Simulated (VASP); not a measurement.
# Rh (Fd-3m) in VASP: a series of runs, part 2 of 2

VASP 6.6.1. The steps go on from the part before.

## 4. Single point, PBE

This run uses another cell than the first one, of 20.99 Å³/atom, 0.893 times its volume.

The input, INCAR:

```
SYSTEM = Rh
PREC = Accurate ; ENCUT = 520
EDIFF = 1E-6 ; ISMEAR = -1
SIGMA = 0.1 ; LREAL = .FALSE.
LASPH = .TRUE. ; NELM = 60
ALGO = Normal ; ISIF = 2
LWAVE = .FALSE. ; LCHARG = .FALSE.
GGA = PE ; NBANDS = 22
```

The input, KPOINTS:

```
regular mesh
0
G
  16 16 16
  0 0 0
```

The input, POSCAR:

```
Rh
1.0
    0.0000000000      2.7585814736      2.7585814736
    2.7585814736      0.0000000000      2.7585814736
    2.7585814736      2.7585814736      0.0000000000
Rh
2
Direct
    0.1250000000      0.1250000000      0.1250000000
    0.8750000000      0.8750000000      0.8750000000
```

Potentials or basis: VASP PAW PBE potentials, release 64 (Rh_pv).

Launch:

```console
$ cat potpaw_PBE.64/Rh_pv/POTCAR > POTCAR
$ mpirun -np 1 vasp_std > vasp.out
```

OUTCAR:

```text
SYSTEM = Rh
   PREC = Accurate
   ENCUT = 520
   EDIFF = 1E-6
   ISMEAR = -1
   LREAL = .FALSE.
   LASPH = .TRUE.
   NELM = 60
   ISIF = 2
   GGA = PE

 ion  position               nearest neighbor table
   1  0.125  0.125  0.125-   2 2.39   2 2.39   2 2.39   2 2.39
   2  0.875  0.875  0.875-   1 2.39   1 2.39   1 2.39   1 2.39

  LATTYP: Found a face centered cubic cell.
 ALAT       =     5.5171629472

  Lattice vectors:

 A1 = (   0.0000000000,   2.7585814736,   2.7585814736)
 A2 = (   2.7585814736,   0.0000000000,   2.7585814736)
 A3 = (   2.7585814736,   2.7585814736,   0.0000000000)

Analysis of symmetry for initial positions (statically):
=====================================================================
 Subroutine PRICEL returns:
 Original cell was already a primitive cell.

 Routine SETGRP: Setting up the symmetry group for a
 face centered cubic supercell.

 Subroutine GETGRP returns: Found 48 space group operations
 (whereof 12 operations were pure point group operations)
 out of a pool of 48 trial point group operations.

The static configuration has the point symmetry D_3d.
 The point group associated with its full space group is O_h .

Analysis of symmetry for dynamics (positions and initial velocities):
=====================================================================
 Subroutine PRICEL returns:
 Original cell was already a primitive cell.

 Routine SETGRP: Setting up the symmetry group for a
 face centered cubic supercell.

 Subroutine GETGRP returns: Found 48 space group operations
 (whereof 12 operations were pure point group operations)
 out of a pool of 48 trial point group operations.

The dynamic configuration has the point symmetry D_3d.
 The point group associated with its full space group is O_h .

 Subroutine INISYM returns: Found 48 space group operations
 (whereof 12 operations are pure point group operations),
 and found     1 'primitive' translations

----------------------------------------------------------------------------------------

                                     Primitive cell

  volume of cell :      41.9844

  direct lattice vectors                    reciprocal lattice vectors
     0.000000000  2.758581474  2.758581474    -0.181252577  0.181252577  0.181252577
     2.758581474  0.000000000  2.758581474     0.181252577 -0.181252577  0.181252577
     2.758581474  2.758581474  0.000000000     0.181252577  0.181252577 -0.181252577

  length of vectors
     3.901223333  3.901223333  3.901223333     0.313938672  0.313938672  0.313938672

  position of ions in fractional coordinates (direct lattice)
     0.125000000  0.125000000  0.125000000
     0.875000000  0.875000000  0.875000000

  ion indices of the primitive-cell ions
   primitive index   ion index
                 1           1
                 2           2

----------------------------------------------------------------------------------------

 KPOINTS: regular mesh

Automatic generation of k-mesh.
 Grid dimensions read from file:
 generate k-points for:   16   16   16

 Generating k-lattice:

  Cartesian coordinates                     Fractional coordinates (reciprocal lattice)
    -0.011328286  0.011328286  0.011328286     0.062500000  0.000000000  0.000000000
     0.011328286 -0.011328286  0.011328286     0.000000000  0.062500000  0.000000000
     0.011328286  0.011328286 -0.011328286     0.000000000  0.000000000  0.062500000

  Length of vectors
     0.019621167  0.019621167  0.019621167

  Shift w.r.t. Gamma in fractional coordinates (k-lattice)
     0.000000000  0.000000000  0.000000000

 Subroutine IBZKPT returns following result:
 ===========================================

 Found    145 irreducible k-points:

 Following reciprocal coordinates:
            Coordinates               Weight
  0.000000  0.000000  0.000000      1.000000
  0.062500  0.000000  0.000000      8.000000
  0.125000  0.000000  0.000000      8.000000
  0.187500  0.000000  0.000000      8.000000
  0.250000  0.000000  0.000000      8.000000
  0.312500  0.000000  0.000000      8.000000
[... 16 lines left out ...]
 -0.125000  0.062500  0.000000     24.000000
 -0.062500  0.062500  0.000000     12.000000
 [... further k-points ...]
   k-points           NKPTS =    145   k-points in BZ     NKDIM =    145   number of bands    NBANDS=     22
   number of dos      NEDOS =    301   number of ions     NIONS =      2
   total plane-waves  NPLWV =  27000
   dimension x,y,z NGX =    30 NGY =   30 NGZ =   30
   dimension x,y,z NGXF=    60 NGYF=   60 NGZF=   60
   ions per type =               2
   NGX,Y,Z   is equivalent  to a cutoff of  12.78, 12.78, 12.78 a.u.
   NGXF,Y,Z  is equivalent  to a cutoff of  25.57, 25.57, 25.57 a.u.
 SYSTEM =  Rh
   PREC   = accura    normal or accurate (medium, high low for compatibility)
   ISTART =      0    job   : 0-new  1-cont  2-samecut
   ICHARG =      2    charge: 1-file 2-atom 10-const
   ISPIN  =      1    spin polarized calculation?
   LNONCOLLINEAR =      F non collinear calculations
   LSORBIT =      F    spin-orbit coupling
   LASPH  =      T    aspherical Exc in radial PAW
   ENCUT  =  520.0 eV  38.22 Ry    6.18 a.u.   7.25  7.25  7.25*2*pi/ulx,y,z
   NELM   =     60;   NELMIN=  2; NELMDL= -5     # of ELM steps
   EDIFF  = 0.1E-05   stopping-criterion for ELM
   LREAL  =      F    real-space projection
   EDIFFG = 0.1E-04   stopping-criterion for IOM
   NSW    =      0    number of steps for IOM
   IBRION =     -1    ionic relax: 0-MD 1-quasi-New 2-CG
   NFREE  =      0    steps in history (QN), initial steepest desc. (CG)
   ISIF   =      2    stress and relaxation
   ISYM   =      2    0-nonsym 1-usesym 2-fastsym
   POTIM  = 0.5000    time-step for ionic-motion
   TEBEG  =    0.0;   TEEND  =   0.0 temperature during run
   PSTRESS=    0.0 pullay stress
   NELECT =      30.0000    total number of electrons
   NUPDOWN=      -1.0000    fix difference up-down
   EMIN   =  10.00;   EMAX   =-10.00  energy-range for DOS
   EFERMI =   0.00;   METHOD = LEGACY
   ISMEAR =    -1;   SIGMA  =   0.10  broadening in eV -4-tet -1-fermi 0-gaus
   EFERMI_NEDOS =   21; number of points for ismear=-14 and -15
   IALGO  =     38    algorithm
   IMIX   =      4    mixing-type and parameters
     AMIX     =   0.40;   BMIX     =  1.00
     AMIX_MAG =   1.60;   BMIX_MAG =  1.00
  volume/ion in A,a.u.               =      20.99       141.66
  Fermi-wavevector in a.u.,A,eV,Ry     =   1.463590  2.765784 29.144981  2.142096
  Thomas-Fermi vector in A             =   2.579667
   LORBIT       =      0    0 simple, 1 ext, 2 COOP (PROOUT), +10 PAW based schemes
   GGA     = PE    functional components
   LHFCALC =     F    Hartree Fock is set to
   AEXX    =    0.0000 exact exchange contribution
   IVDW    =     0    specifies the selected vdW correction
   LEPSILON=     F    determine dielectric tensor
   LRPA    =     F    only Hartree local field effects (RPA)
 non-spin polarized calculation
  energy-cutoff  :      520.00
  volume of cell :       41.98
 maximum number of plane-waves:      1158
 NGX is ok and might be reduce to    30
   NGX = 15   NGY = 15   NGZ = 15

 number of electron      30.0000011 magnetization

 Free energy of the ion-electron system (eV)
  ---------------------------------------------------
  ext. energy  EPLUGINS =         0.00000000
  ---------------------------------------------------
  free energy    TOTEN  =       -12.35402447 eV

  energy without entropy =      -12.24472609  energy(sigma->0) =      -12.29937528

 E-fermi :   6.3173     XC(G=0): -11.0994

 val. band max:        6.3160562023   @ k =  -0.3750   0.0625   0.0000
 cond. band min:       6.3183097209   @ k =   0.5000   0.1250   0.0625
 fundamental gap:      0.0022535186
 Fermi energy:         6.3173474993

 k-point     1 :       0.0000    0.0000    0.0000
  band No.  band energies     occupation
      1     -40.7626      2.00000
      2     -40.7626      2.00000
      3     -40.7626      2.00000
      4     -40.1579      2.00000
      5     -40.1579      2.00000
      6     -40.1579      2.00000
[... 14 lines left out ...]
     21      19.0085      0.00000
     22      19.1767      0.00000

 k-point     2 :       0.0625    0.0000    0.0000
  band No.  band energies     occupation
      1     -40.7653      2.00000
      2     -40.7653      2.00000
      3     -40.7618      2.00000
      4     -40.1590      2.00000
      5     -40.1553      2.00000
      6     -40.1553      2.00000
[... 542 lines left out ...]
 k-point    24 :      -0.0625    0.0625    0.0000
  band No.  band energies     occupation
      1     -40.7739      2.00000
      2     -40.7674      2.00000
      3     -40.7580      2.00000
      4     -40.1633      2.00000
      5     -40.1530      2.00000
      6     -40.1464      2.00000
[... 14 lines left out ...]
     21      19.0735      0.00000
     22      19.2583      0.00000

 [... further k-points ...]
[... 5 lines left out ...]
  --------------------------------------------------------------------------------------
  -------------------------------------------------------------------------------------
  Total        0.0179909      0.0179909      0.0179909     -0.0000000      0.0000000     -0.0000000
  in kB        0.6865547      0.6865547      0.6865547     -0.0000000      0.0000000     -0.0000000
  external PRESSURE =       0.6865547 kB  Pullay stress =       0.0000000 kB

 VOLUME and BASIS-vectors are now :
 -----------------------------------------------------------------------------
  energy-cutoff  :      520.00
  volume of cell :       41.98
      direct lattice vectors                 reciprocal lattice vectors
     0.000000000  2.758581474  2.758581474    -0.181252577  0.181252577  0.181252577
     2.758581474  0.000000000  2.758581474     0.181252577 -0.181252577  0.181252577
     2.758581474  2.758581474  0.000000000     0.181252577  0.181252577 -0.181252577

 POSITION                                       TOTAL-FORCE (eV/Angst)
 -----------------------------------------------------------------------------------
      0.68965      0.68965      0.68965        -0.000000      0.000000      0.000000
      4.82752      4.82752      4.82752         0.000000     -0.000000     -0.000000
 -----------------------------------------------------------------------------------
    total drift:                               -0.000000      0.000000      0.000000

  FREE ENERGIE OF THE ION-ELECTRON SYSTEM (eV)
  ---------------------------------------------------
  free  energy   TOTEN  =       -12.3540244718 eV

  energy  without entropy=      -12.2447260938  energy(sigma->0) =      -12.29937528
```

Run time: 80 s. Hardware: 1 thread of Intel Xeon Platinum 8488C (Sapphire Rapids), shared host; peak memory 0.24 GiB.

What came out:

| Property | Result |
| --- | --- |
| Free energy | -12.3540 eV |
| Pressure | 0.1 GPa |
| Band gap on the k mesh | zero (band 15 reaches 6.96 eV, above the bottom of band 16 at 5.82 eV) |

## 5. Single point, PBE, collinear spin, ferromagnetic start

This run uses another cell than the first one, of 20.96 Å³/atom, 0.891 times its volume.

The input, INCAR:

```
SYSTEM = Rh
  ALGO = Normal
  EDIFF = 1E-6
  ENCUT = 520
  GGA = PE
  ISIF = 2
  ISMEAR = -1
  ISPIN = 2
  LASPH = .True.
  LCHARG = .False.
  LMAXMIX = 4
  LORBIT = 11
  LREAL = .False.
  LWAVE = .False.
  MAGMOM = 1 1
  NBANDS = 26
  NELM = 150
  PREC = Accurate
  SIGMA = 0.05
```

The input, KPOINTS:

```
k-points
0
Gamma
  16 16 16
  0 0 0
```

The input, POSCAR:

```
Rh
1.0
    0.0000000000      2.7570075637      2.7570075637
    2.7570075637      0.0000000000      2.7570075637
    2.7570075637      2.7570075637      0.0000000000
Rh
2
Direct
    0.1250000000      0.1250000000      0.1250000000
    0.8750000000      0.8750000000      0.8750000000
```

Launch:

```console
$ cat potpaw_PBE.64/Rh_pv/POTCAR > POTCAR
$ mpirun -np 1 vasp_std > vasp.out
```

Wall time 3.9 min (1 thread of Intel Xeon Platinum 8488C (Sapphire Rapids), shared host); peak memory 0.33 GiB.

Results (log left out):

```yaml
Free_energy: -12.3128 eV
Pressure: 0.0 GPa
Band_gap_on_the_k_mesh: zero (filled and empty bands overlap)
Net_moment: 0.00 μB per cell
Valence_electrons_inside_the_program's_atomic_spheres: Rh 13.81
```

Levels at points of the mesh, in eV from the Fermi level:
Spin up:
```tsv
k point	band 11	band 12	band 13	band 14	band 15	band 16	band 17	band 18	band 19	band 20
(0.00, 0.00, 0.00)	-3.88	-3.88	-1.43	-1.43	-1.43	0.35	0.35	12.51	12.70	12.70
(0.50, 0.00, 0.00)	-3.90	-3.65	-0.92	-0.92	-0.66	0.04	0.04	1.83	9.40	9.40
(0.50, 0.50, 0.00)	-2.17	-2.17	-2.09	-2.09	0.29	0.29	2.30	2.30	4.77	4.77
```
Spin down:
| k point | band 11 | band 12 | band 13 | band 14 | band 15 | band 16 | band 17 | band 18 | band 19 | band 20 |
| --- | --- | --- | --- | --- | --- | --- | --- | --- | --- | --- |
| (0.00, 0.00, 0.00) | -3.88 | -3.88 | -1.43 | -1.43 | -1.43 | 0.36 | 0.36 | 12.51 | 12.70 | 12.70 |
| (0.50, 0.00, 0.00) | -3.90 | -3.65 | -0.92 | -0.92 | -0.66 | 0.05 | 0.05 | 1.83 | 9.40 | 9.40 |
| (0.50, 0.50, 0.00) | -2.17 | -2.17 | -2.09 | -2.09 | 0.29 | 0.29 | 2.30 | 2.30 | 4.77 | 4.77 |

## 6. Summary

```tsv
task	spin	cell	k mesh	cutoff (eV)	smearing	gap on the mesh (eV)	pressure (GPa)
single point	off	a = 4.051 Å, angles 60.0°, 2 atoms	11 × 11 × 11	520	fermi-dirac 0.1 eV	none	-10.7
relaxation of cell and atoms	off	relaxed from a = 3.745 Å, angles 60.0°, 2 atoms	10 × 10 × 10	600	fermi-dirac 0.1 eV	none	0.1
single point	off	a = 3.901 Å, angles 60.0°, 2 atoms	16 × 16 × 16	520	fermi-dirac 0.1 eV	none	0.1
single point	collinear, ferromagnetic start	a = 3.899 Å, angles 60.0°, 2 atoms	16 × 16 × 16	520	fermi-dirac 0.05 eV	none	0.0
```

Alike in all rows: level PBE; potentials or basis VASP PAW PBE potentials, release 64 (Rh_pv).

Absolute energies hang on the potentials; compare differences alone.
